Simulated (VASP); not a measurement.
Input of a VASP 6.6.1 run:

Contents of INCAR:

```
PREC = Accurate
ENCUT = 520
EDIFF = 1E-7
ISMEAR = 0
SIGMA = 0.03
LREAL = False
LASPH = True
NELM = 80
ALGO = Normal
ISIF = 2
LWAVE = False
LCHARG = True
GGA = PE
LELF = True
LVHAR = True
NBANDS = 17
```

Contents of KPOINTS:

```
regular mesh
0
Gamma
  10 10 10
```

The input POSCAR:

```
SnTe
1.0
    0.0000000000      3.0775875000      3.1565000000
    3.0775875000      0.0000000000      3.1565000000
    3.0775875000      3.0775875000      0.0000000000
Sn Te
1 1
Direct
    0.0000000000      0.0000000000      0.0000000000
    0.5000000000      0.5000000000      0.5000000000
```

Potentials or basis: VASP PAW PBE potentials, release 64 (Sn_d, Te).

The run is started by

```sh
$ cat potpaw_PBE.64/Sn_d/POTCAR potpaw_PBE.64/Te/POTCAR > POTCAR
$ mpirun -np 1 vasp_std > vasp.out
```

Task: Predict the pressure.

Result: 4.9 GPa.

Task: Predict the band gap on the k mesh.

Result: 0.29 eV, direct.

Stress tensor (GPa, compression positive):
```
6.19 0.00 0.00
0.00 6.19 0.00
0.00 0.00 2.25
```

Caveat: the cell differs from its parent crystal (strain -0.025 along x and y, +0.000 along z); spin-orbit coupling is left out, which moves the levels of the heavy elements. A k mesh can miss the band edges.
